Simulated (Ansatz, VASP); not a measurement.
## Two plane-wave programs on ZnO

File POSCAR:

```
ZnO
1.0
    0.0000000000      2.0901987960      2.0901987960
    2.0901987960      0.0000000000      2.0901987960
    2.0901987960      2.0901987960      0.0000000000
Zn O
1 1
Direct
    0.0000000000      0.0000000000      0.0000000000
    0.5000000000      0.5000000000      0.5000000000
```

The input INCAR.step1:

```
SYSTEM = ZnO
PREC = Accurate
ENCUT = 910
ISMEAR = 0
SIGMA = 0.02
LREAL = .False.
LASPH = .True.
NELM = 120
NBANDS = 16
GGA = PE
ALGO = Normal
EDIFF = 1E-5
LWAVE = .True.
LCHARG = .False.
GGA_COMPAT = .False.
```

The input INCAR.step2:

```
SYSTEM = ZnO
PREC = Accurate
ENCUT = 910
EDIFF = 1E-6
ISMEAR = 0
SIGMA = 0.02
LREAL = .False.
LASPH = .True.
NELM = 120
ALGO = Normal
ISIF = 2
LWAVE = .False.
LCHARG = .True.
METAGGA = R2SCAN
LMIXTAU = .True.
LELF = .True.
LVHAR = .True.
NBANDS = 16
ISTART = 1
GGA_COMPAT = .False.
```

KPOINTS

```
regular mesh
0
Gamma
  12 12 12
  0 0 0
```

Input for Ansatz:

```yaml
crystal:
  lattice:
    - [0.0, 2.090198796, 2.090198796]
    - [2.090198796, 0.0, 2.090198796]
    - [2.090198796, 2.090198796, 0.0]
  atoms:
    - { symbol: Zn, position: [0.0, 0.0, 0.0] }
    - { symbol: O, position: [0.5, 0.5, 0.5] }
basis:
  ecutwfc: 500
kpoints:
  mp_grid: { grid: [12, 12, 12] }
hamiltonian:
  xc: r2scan
scf:
  occupations: { method: gaussian, width: 0.02 }
output:
  forces: true
  stress: true
  eigenvalues: true
```

Alike in both runs: task single point; functional r2SCAN; k mesh 12 × 12 × 12; occupations gaussian, width 0.02 eV; no spin polarisation.

|  | VASP | Ansatz |
| --- | --- | --- |
| version | VASP 6.6.1 | Ansatz 0.2.0 |
| potentials or method | VASP PAW PBE potentials, release 64 (Zn, O_h), cutoff 910 eV | scalar-relativistic, plane waves, PAW |
| valence electrons in the cell | 18 | 18 |

VASP gave:

```
gap on the k mesh at the Fermi level (eV) : 1.87
least direct gap on the mesh (eV)         : 3.57
```

Q: Which values does Ansatz return?

A: gap on the k mesh at the Fermi level (eV): 1.88; least direct gap on the mesh (eV): 3.59.

VASP's potentials were made for PBE, not for r2SCAN.

Noted on VASP's run: the cutoff is short for stress, so the pressure is rough.
